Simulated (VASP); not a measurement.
# MgO in VASP: notebook

The runs below take MgO through single point, with PBE.

Everything below comes from runs of VASP 6.6.1. Logs are shortened: lines on timing, memory, paths and dates and some standing lists are left out, and cuts for length are marked.

**1. The cell of the first run**

It takes space group Cmc2_1 (No. 36, orthorhombic). Conventional cell: a = 3.315 Å, b = 5.742 Å, c = 5.122 Å, α = 90.00°, β = 90.00°, γ = 90.00°. Within 2.6 Å of Mg (site symmetry m) lie 4 O at 1.99 to 2.01 Å. O (site symmetry m) has 4 Mg at 1.99 to 2.01 Å within 2.6 Å.

**2. Single point, PBE (mode 4 frozen in at +0.000 Å and mode 5 at -0.037 Å (largest displacements))**

File INCAR:

```
  PREC = Accurate
  ENCUT = 520
  EDIFF = 1E-7
  ISMEAR = 0
  SIGMA = 0.05
  LREAL = False
  LASPH = True
  NELM = 60
  ALGO = Normal
  ISIF = 2
  LWAVE = False
  LCHARG = True
  GGA = PE
  LELF = True
  LVHAR = True
  NBANDS = 16
```

File KPOINTS:

```
Automatic mesh
0
Gamma
  9 9 6
```

File POSCAR:

```
MgO
1.0
    3.3152854007      0.0000000000      0.0000000000
   -1.6576427004      2.8711213778      0.0000000000
    0.0000000000      0.0000000000      5.1215474231
Mg O
2 2
Direct
    0.3268376135      0.6536752271      0.0063188067
    0.6731623865      0.3463247729      0.5063188067
    0.3393350372      0.6786700745      0.3982811933
    0.6606649628      0.3213299255      0.8982811933
```

Potentials or basis: VASP PAW PBE potentials, release 64 (Mg, O).

On the command line:

```console
$ cat potpaw_PBE.64/Mg/POTCAR potpaw_PBE.64/O/POTCAR > POTCAR
$ mpirun -np 1 vasp_std > vasp.out
```

OUTCAR:

```text
PREC = Accurate
   ENCUT = 520
   EDIFF = 1E-7
   ISMEAR = 0
   LREAL = False
   LASPH = True
   NELM = 60
   ISIF = 2
   GGA = PE

 ion  position               nearest neighbor table
   1  0.327  0.654  0.006-   4 1.99   4 1.99   4 2.00   3 2.01   2 3.18   2 3.18   2 3.18   2 3.18
                             2 3.24   2 3.24
   2  0.673  0.346  0.506-   3 1.99   3 1.99   3 2.00   4 2.01   1 3.18   1 3.18   1 3.18   1 3.18
                             1 3.24   1 3.24
   3  0.339  0.679  0.398-   2 1.99   2 1.99   2 2.00   1 2.01
   4  0.661  0.321  0.898-   1 1.99   1 1.99   1 2.00   2 2.01

  LATTYP: Found a hexagonal cell.
 ALAT       =     3.3152854007
 C/A-ratio  =     1.5448285152

  Lattice vectors:

 A1 = (   3.3152854007,   0.0000000000,   0.0000000000)
 A2 = (  -1.6576427004,   2.8711213778,   0.0000000000)
 A3 = (   0.0000000000,   0.0000000000,   5.1215474231)

Analysis of symmetry for initial positions (statically):
=====================================================================
 Subroutine PRICEL returns:
 Original cell was already a primitive cell.

 Routine SETGRP: Setting up the symmetry group for a
 hexagonal supercell.

 Subroutine GETGRP returns: Found  4 space group operations
 (whereof  2 operations were pure point group operations)
 out of a pool of 24 trial point group operations.

The static configuration has the point symmetry C_1h.
 The point group associated with its full space group is C_2v.

Analysis of symmetry for dynamics (positions and initial velocities):
=====================================================================
 Subroutine PRICEL returns:
 Original cell was already a primitive cell.

 Routine SETGRP: Setting up the symmetry group for a
 hexagonal supercell.

 Subroutine GETGRP returns: Found  4 space group operations
 (whereof  2 operations were pure point group operations)
 out of a pool of 24 trial point group operations.

The dynamic configuration has the point symmetry C_1h.
 The point group associated with its full space group is C_2v.

 Subroutine INISYM returns: Found  4 space group operations
 (whereof  2 operations are pure point group operations),
 and found     1 'primitive' translations

----------------------------------------------------------------------------------------

                                     Primitive cell

  volume of cell :      48.7499

  direct lattice vectors                    reciprocal lattice vectors
     3.315285401  0.000000000  0.000000000     0.301633156  0.174147984  0.000000000
    -1.657642700  2.871121378  0.000000000     0.000000000  0.348295968  0.000000000
     0.000000000  0.000000000  5.121547423     0.000000000  0.000000000  0.195253488

  length of vectors
     3.315285401  3.315285401  5.121547423     0.348295968  0.348295968  0.195253488

  position of ions in fractional coordinates (direct lattice)
     0.326837613  0.653675227  0.006318807
     0.673162387  0.346324773  0.506318807
     0.339335037  0.678670074  0.398281193
     0.660664963  0.321329926  0.898281193

  ion indices of the primitive-cell ions
   primitive index   ion index
                 1           1
                 2           2
                 3           3
                 4           4

----------------------------------------------------------------------------------------

 KPOINTS: Automatic mesh

Automatic generation of k-mesh.
 Grid dimensions read from file:
 generate k-points for:    9    9    6

 Generating k-lattice:

  Cartesian coordinates                     Fractional coordinates (reciprocal lattice)
     0.033514795  0.019349776  0.000000000     0.111111111 -0.000000000  0.000000000
     0.000000000  0.038699552  0.000000000     0.000000000  0.111111111  0.000000000
     0.000000000  0.000000000  0.032542248     0.000000000  0.000000000  0.166666667

  Length of vectors
     0.038699552  0.038699552  0.032542248

  Shift w.r.t. Gamma in fractional coordinates (k-lattice)
     0.000000000  0.000000000  0.000000000

 Subroutine IBZKPT returns following result:
 ===========================================

 Found    100 irreducible k-points:

 Following reciprocal coordinates:
            Coordinates               Weight
  0.000000  0.000000  0.000000      1.000000
  0.111111  0.000000  0.000000      4.000000
  0.000000  0.111111  0.000000      2.000000
  0.222222 -0.000000  0.000000      4.000000
  0.000000  0.222222  0.000000      2.000000
  0.333333  0.000000  0.000000      4.000000
[... 16 lines left out ...]
 -0.222222 -0.444444  0.000000      4.000000
  0.444444  0.333333  0.000000      4.000000
 [... further k-points ...]
   k-points           NKPTS =    100   k-points in BZ     NKDIM =    100   number of bands    NBANDS=     16
   number of dos      NEDOS =    301   number of ions     NIONS =      4
   total plane-waves  NPLWV =  31360
   dimension x,y,z NGX =    28 NGY =   28 NGZ =   40
   dimension x,y,z NGXF=    56 NGYF=   56 NGZF=   80
   ions per type =               2   2
   NGX,Y,Z   is equivalent  to a cutoff of  14.04, 14.04, 12.98 a.u.
   NGXF,Y,Z  is equivalent  to a cutoff of  28.08, 28.08, 25.97 a.u.
 SYSTEM =  unknown system
   PREC   = accura    normal or accurate (medium, high low for compatibility)
   ISTART =      0    job   : 0-new  1-cont  2-samecut
   ICHARG =      2    charge: 1-file 2-atom 10-const
   ISPIN  =      1    spin polarized calculation?
   LNONCOLLINEAR =      F non collinear calculations
   LSORBIT =      F    spin-orbit coupling
   LASPH  =      T    aspherical Exc in radial PAW
   ENCUT  =  520.0 eV  38.22 Ry    6.18 a.u.   6.16  6.16  9.52*2*pi/ulx,y,z
   NELM   =     60;   NELMIN=  2; NELMDL= -5     # of ELM steps
   EDIFF  = 0.1E-06   stopping-criterion for ELM
   LREAL  =      F    real-space projection
   EDIFFG = 0.1E-05   stopping-criterion for IOM
   NSW    =      0    number of steps for IOM
   IBRION =     -1    ionic relax: 0-MD 1-quasi-New 2-CG
   NFREE  =      0    steps in history (QN), initial steepest desc. (CG)
   ISIF   =      2    stress and relaxation
   ISYM   =      2    0-nonsym 1-usesym 2-fastsym
   POTIM  = 0.5000    time-step for ionic-motion
   TEBEG  =    0.0;   TEEND  =   0.0 temperature during run
   PSTRESS=    0.0 pullay stress
   NELECT =      16.0000    total number of electrons
   NUPDOWN=      -1.0000    fix difference up-down
   EMIN   =  10.00;   EMAX   =-10.00  energy-range for DOS
   EFERMI =   0.00;   METHOD = LEGACY
   ISMEAR =     0;   SIGMA  =   0.05  broadening in eV -4-tet -1-fermi 0-gaus
   EFERMI_NEDOS =   21; number of points for ismear=-14 and -15
   IALGO  =     38    algorithm
   IMIX   =      4    mixing-type and parameters
     AMIX     =   0.40;   BMIX     =  1.00
     AMIX_MAG =   1.60;   BMIX_MAG =  1.00
  volume/ion in A,a.u.               =      12.19        82.25
  Fermi-wavevector in a.u.,A,eV,Ry     =   1.129250  2.133974 17.350238  1.275207
  Thomas-Fermi vector in A             =   2.265943
   LORBIT       =      0    0 simple, 1 ext, 2 COOP (PROOUT), +10 PAW based schemes
   GGA     = PE    functional components
   LHFCALC =     F    Hartree Fock is set to
   AEXX    =    0.0000 exact exchange contribution
   IVDW    =     0    specifies the selected vdW correction
   LEPSILON=     F    determine dielectric tensor
   LRPA    =     F    only Hartree local field effects (RPA)
 non-spin polarized calculation
 Gauss-broadening in eV      SIGMA  =   0.05
  energy-cutoff  :      520.00
  volume of cell :       48.75
 maximum number of plane-waves:      1339
 NGX is ok and might be reduce to    28
   NGX = 13   NGY = 13   NGZ = 19

 number of electron      16.0000007 magnetization

 Free energy of the ion-electron system (eV)
  ---------------------------------------------------
  ext. energy  EPLUGINS =         0.00000000
  ---------------------------------------------------
  free energy    TOTEN  =       -23.52822514 eV

  energy without entropy =      -23.52822514  energy(sigma->0) =      -23.52822514

 E-fermi :   1.1896     XC(G=0):  -9.6046

 val. band max:        0.8891331789   @ k =   0.0000   0.0000   0.0000
 cond. band min:       4.2709928701   @ k =   0.0000   0.0000   0.0000
 fundamental gap:      3.3818596912
 Fermi energy:         1.1896411569

 k-point     1 :       0.0000    0.0000    0.0000
  band No.  band energies     occupation
      1     -15.1892      2.00000
      2     -14.4690      2.00000
      3      -2.2471      2.00000
      4       0.2666      2.00000
      5       0.2989      2.00000
      6       0.5448      2.00000
[... 8 lines left out ...]
     15      17.0693      0.00000
     16      17.4563      0.00000

 k-point     2 :       0.1111    0.0000    0.0000
  band No.  band energies     occupation
      1     -15.1307      2.00000
      2     -14.4470      2.00000
      3      -2.1283      2.00000
      4      -0.0327      2.00000
      5       0.1996      2.00000
      6       0.2009      2.00000
[... 8 lines left out ...]
     15      16.9418      0.00000
     16      17.2854      0.00000

 k-point     3 :       0.0000    0.1111    0.0000
  band No.  band energies     occupation
      1     -15.1300      2.00000
      2     -14.4479      2.00000
      3      -2.1265      2.00000
      4      -0.0220      2.00000
      5       0.2129      2.00000
      6       0.2135      2.00000
[... 8 lines left out ...]
     15      16.9106      0.00000
     16      17.2687      0.00000

 k-point     4 :       0.2222   -0.0000    0.0000
  band No.  band energies     occupation
      1     -14.9744      2.00000
      2     -14.3957      2.00000
      3      -1.7946      2.00000
      4      -0.8486      2.00000
      5      -0.3471      2.00000
      6       0.0348      2.00000
[... 8 lines left out ...]
     15      15.7597      0.00000
     16      16.2855      0.00000
[... 324 lines left out ...]
 k-point    22 :       0.3333    0.2222    0.0000
  band No.  band energies     occupation
      1     -14.5291      2.00000
      2     -14.3651      2.00000
      3      -1.7817      2.00000
      4      -1.0322      2.00000
      5      -0.7110      2.00000
      6      -0.5753      2.00000
[... 8 lines left out ...]
     15      14.2642      0.00000
     16      16.6809      0.00000

 k-point    23 :      -0.2222   -0.4444    0.0000
  band No.  band energies     occupation
      1     -14.5162      2.00000
      2     -14.3791      2.00000
      3      -1.7386      2.00000
      4      -1.0772      2.00000
      5      -0.7056      2.00000
      6      -0.5267      2.00000
[... 8 lines left out ...]
     15      14.2514      0.00000
     16      16.7427      0.00000

 k-point    24 :       0.4444    0.3333    0.0000
  band No.  band energies     occupation
      1     -14.5362      2.00000
      2     -14.3574      2.00000
      3      -1.7944      2.00000
      4      -1.0471      2.00000
      5      -0.6892      2.00000
      6      -0.5974      2.00000
[... 8 lines left out ...]
     15      14.5057      0.00000
     16      16.7629      0.00000

 [... further k-points ...]

------------------------ aborting loop because EDIFF is reached ----------------------------------------

  FORCE on cell =-STRESS in cart. coord.  units (eV):
  Direction    XX          YY          ZZ          XY          YZ          ZX
  --------------------------------------------------------------------------------------
  -------------------------------------------------------------------------------------
  Total       -0.1390108     -0.1654358     -0.1303472      0.0000000      0.0000000      0.0000000
  in kB       -4.5686238     -5.4370878     -4.2838946      0.0000000      0.0000000      0.0000000
  external PRESSURE =      -4.7632021 kB  Pullay stress =       0.0000000 kB

 VOLUME and BASIS-vectors are now :
 -----------------------------------------------------------------------------
  energy-cutoff  :      520.00
  volume of cell :       48.75
      direct lattice vectors                 reciprocal lattice vectors
     3.315285401  0.000000000  0.000000000     0.301633156  0.174147984  0.000000000
    -1.657642700  2.871121378  0.000000000     0.000000000  0.348295968  0.000000000
     0.000000000  0.000000000  5.121547423     0.000000000  0.000000000  0.195253488

 POSITION                                       TOTAL-FORCE (eV/Angst)
 -----------------------------------------------------------------------------------
     -0.00000      1.87678      0.03236        -0.000000      0.111592      0.008945
      1.65764      0.99434      2.59314         0.000000     -0.111592      0.008945
     -0.00000      1.94854      2.03982         0.000000     -0.073330     -0.008945
      1.65764      0.92258      4.60059        -0.000000      0.073330     -0.008945
 -----------------------------------------------------------------------------------
    total drift:                               -0.000000      0.000000     -0.001473

  FREE ENERGIE OF THE ION-ELECTRON SYSTEM (eV)
  ---------------------------------------------------
  free  energy   TOTEN  =       -23.5282251421 eV

  energy  without entropy=      -23.5282251421  energy(sigma->0) =      -23.52822514
```

It took 36 s on 1 thread of Intel Xeon 6975P-C (Granite Rapids), shared host; peak memory 0.22 GiB.

Results:

```yaml
Free_energy: -23.5282 eV
Pressure: -0.5 GPa
Largest_force: 0.112 eV/Å
Band_gap_on_the_k_mesh: 3.38 eV, direct
```

Forces in eV/Å, atoms in the order of the input:
```
Mg   0.000  0.112  0.009
Mg   0.000 -0.112  0.009
O    0.000 -0.073 -0.009
O    0.000  0.073 -0.009
```

Levels at points of the mesh, in eV from the valence-band top:
```tsv
k point	band 4	band 5	band 6	band 7	band 8	band 9	band 10	band 11	band 12	band 13
(0.00, 0.00, 0.00)	-0.62	-0.59	-0.34	-0.28	0.00	3.38	8.34	10.01	14.05	14.25
(0.00, 0.00, 0.50)	-1.93	-0.47	-0.47	-0.46	-0.46	5.82	5.82	12.86	12.86	14.59
```

Caveat: the cell differs from its parent crystal (mode 4 frozen in at +0.000 Å and mode 5 at -0.037 Å (largest displacements)).

**3. Single point, PBE (mode 4 frozen in at +0.000 Å and mode 5 at +0.037 Å (largest displacements))**

File INCAR:

```
SYSTEM = MgO
PREC = Accurate
ENCUT = 520
EDIFF = 1E-7
ISMEAR = 0
SIGMA = 0.05
LREAL = .False.
LASPH = .True.
NELM = 80
ALGO = Normal
ISIF = 2
LWAVE = .False.
LCHARG = .False.
GGA = PE
NBANDS = 16
```

File KPOINTS:

```
Automatic mesh
0
Gamma
  9 9 6
  0 0 0
```

File POSCAR:

```
MgO
1.0
    3.3152854007      0.0000000000      0.0000000000
   -1.6576427004      2.8711213778      0.0000000000
    0.0000000000      0.0000000000      5.1215474231
Mg O
2 2
Direct
    0.3398290531      0.6796581063      0.0063188067
    0.6601709469      0.3203418937      0.5063188067
    0.3273316294      0.6546632589      0.3982811933
    0.6726683706      0.3453367411      0.8982811933
```

Potentials or basis: VASP PAW PBE potentials, release 64 (Mg, O).

On the command line:

```console
$ cat potpaw_PBE.64/Mg/POTCAR potpaw_PBE.64/O/POTCAR > POTCAR
$ mpirun -np 1 vasp_std > vasp.out
```

Wall time 33 s (1 thread of Intel Xeon 6975P-C (Granite Rapids), shared host); peak memory 0.22 GiB.

It converged, with:

- Free energy: -23.5281 eV
- Pressure: -0.5 GPa
- Largest force: 0.120 eV/Å
- Band gap on the k mesh: 3.38 eV, direct

Forces on the atoms (eV/Å):
```
Mg   0.000 -0.120  0.009
Mg   0.000  0.120  0.009
O    0.000  0.069 -0.009
O    0.000 -0.069 -0.009
```

Stress tensor (GPa, compression positive):
```
-0.47  0.00  0.00
 0.00 -0.53  0.00
 0.00  0.00 -0.43
```

Levels at points of the mesh, in eV from the valence-band top:
| k point | band 5 | band 6 | band 7 | band 8 | band 9 | band 10 | band 11 | band 12 |
| --- | --- | --- | --- | --- | --- | --- | --- | --- |
| (0.00, 0.00, 0.00) | -0.59 | -0.35 | -0.28 | 0.00 | 3.38 | 8.33 | 10.01 | 14.04 |
| (0.00, 0.00, 0.50) | -0.47 | -0.47 | -0.46 | -0.46 | 5.82 | 5.82 | 12.86 | 12.86 |

Caveat: the cell differs from its parent crystal (mode 4 frozen in at +0.000 Å and mode 5 at +0.037 Å (largest displacements)). A k mesh can miss the band edges.

**4. Single point, PBE (mode 4 frozen in at -0.037 Å and mode 5 at +0.037 Å (largest displacements))**

File INCAR:

```
SYSTEM = MgO
PREC = Accurate ; ENCUT = 520
EDIFF = 1E-7 ; ISMEAR = 0
SIGMA = 0.05 ; LREAL = .FALSE.
LASPH = .TRUE. ; NELM = 100
ALGO = Normal ; ISIF = 2
LWAVE = .FALSE. ; LCHARG = .FALSE.
GGA = PE ; NBANDS = 16
```

File KPOINTS:

```
regular mesh
0
G
  9 9 6
  0 0 0
```

File POSCAR:

```
MgO
1.0
    3.3152854007      0.0000000000      0.0000000000
   -1.6576427004      2.8711213778      0.0000000000
    0.0000000000      0.0000000000      5.1215474231
Mg O
2 2
Direct
    0.3285781364      0.6796581063      0.0063188067
    0.6714218636      0.3203418937      0.5063188067
    0.3377268855      0.6546632589      0.3982811933
    0.6622731145      0.3453367411      0.8982811933
```

On the command line:

```console
$ cat potpaw_PBE.64/Mg/POTCAR potpaw_PBE.64/O/POTCAR > POTCAR
$ mpirun -np 1 vasp_std > vasp.out
```

Run time: 65 s. Hardware: 1 thread of Intel Xeon 6975P-C (Granite Rapids), shared host; peak memory 0.26 GiB.

Results (log left out):

```
Free energy            : -23.5215 eV
Pressure               : -0.5 GPa
Largest force          : 0.159 eV/Å
Band gap on the k mesh : 3.37 eV, direct
```

Forces in eV/Å, atoms in the order of the input:
```
Mg   0.107 -0.116  0.016
Mg  -0.107  0.116  0.016
O   -0.076  0.071 -0.016
O    0.076 -0.071 -0.016
```

Stress tensor (GPa, compression positive):
```
-0.55  0.08  0.00
 0.08 -0.53  0.00
 0.00  0.00 -0.42
```

Levels at points of the mesh, in eV from the valence-band top:
| k point | band 5 | band 6 | band 7 | band 8 | band 9 | band 10 | band 11 | band 12 |
| --- | --- | --- | --- | --- | --- | --- | --- | --- |
| (0.00, 0.00, 0.00) | -0.59 | -0.36 | -0.28 | 0.00 | 3.37 | 8.32 | 10.00 | 14.01 |
| (0.00, 0.00, 0.50) | -0.48 | -0.48 | -0.46 | -0.46 | 5.81 | 5.81 | 12.85 | 12.85 |

Caveat: the cell differs from its parent crystal (mode 4 frozen in at -0.037 Å and mode 5 at +0.037 Å (largest displacements)). A k mesh can miss the band edges.
